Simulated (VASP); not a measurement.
A run of VASP 6.6.1 is set up as follows.

File POSCAR:

```
InPd
1.0
    3.3042817857      0.0000000000      0.0000000000
    0.0000000000      3.3042817857      0.0000000000
    0.0000000000      0.0000000000      3.3042817857
In Pd
1 1
Direct
    0.0000000000      0.0000000000      0.0000000000
    0.5000000000      0.5000000000      0.5000000000
```

INCAR.step1

```
SYSTEM = InPd
METAGGA = MS2
ISMEAR = 1
SIGMA = 0.1
LWAVE = .False.
LCHARG = .False.
NSW = 80
PREC = Accurate
LASPH = .True.
LREAL = .False.
ALGO = Normal
EDIFF = 1E-6
NELM = 120
GGA_COMPAT = .False.
IBRION = 2
ISIF = 3
EDIFFG = -0.005
NELMIN = 4
ENCUT = 380
LMIXTAU = .True.
KPAR = 4
POTIM = 0.5
```

Contents of INCAR.step3:

```
SYSTEM = InPd
METAGGA = MS2
ISMEAR = 1
SIGMA = 0.1
LWAVE = .False.
LCHARG = .False.
PREC = Accurate
LASPH = .True.
LREAL = .False.
ALGO = Normal
EDIFF = 1E-6
NELM = 120
GGA_COMPAT = .False.
ISIF = 2
ENCUT = 380
LMIXTAU = .True.
KPAR = 4
```

Contents of KPOINTS:

```
Automatic mesh
0
Gamma
  9 9 9
  0 0 0
```

Potentials or basis: VASP PAW PBE potentials, release 64 (In_d, Pd).

Launch:

```sh
$ cat potpaw_PBE.64/In_d/POTCAR potpaw_PBE.64/Pd/POTCAR > POTCAR
$ cp INCAR.step1 INCAR
$ cp POSCAR.step1 POSCAR
$ mpirun -np 4 vasp_std > vasp.out
$ cp CONTCAR POSCAR
$ mpirun -np 4 vasp_std > vasp.out
$ cp CONTCAR POSCAR
$ cp INCAR.step3 INCAR
$ mpirun -np 4 vasp_std > vasp.out
```

Task: Estimate the space group after relaxing (to 0.1 Å).

Result: Pm-3m (No. 221).

Task: What does it give for the band gap on the k mesh?

Result: Zero (an odd number of electrons rules out a gap without spin polarisation).

Step by step:
```tsv
step	energy change (eV)	largest force (eV/Å)	pressure (GPa)	volume (Å³)
1	0.0000	0.0000	-6.64	36.08
2	0.0159	0.0000	9.90	32.31
3	-0.0403	0.0000	0.00	34.26
4	-0.0346	0.0000	0.01	34.26
```

Caveat: the PAW data sets were made with another functional, which shifts forces and pressure a little; spin-orbit coupling is left out, which moves the levels of the heavy elements.
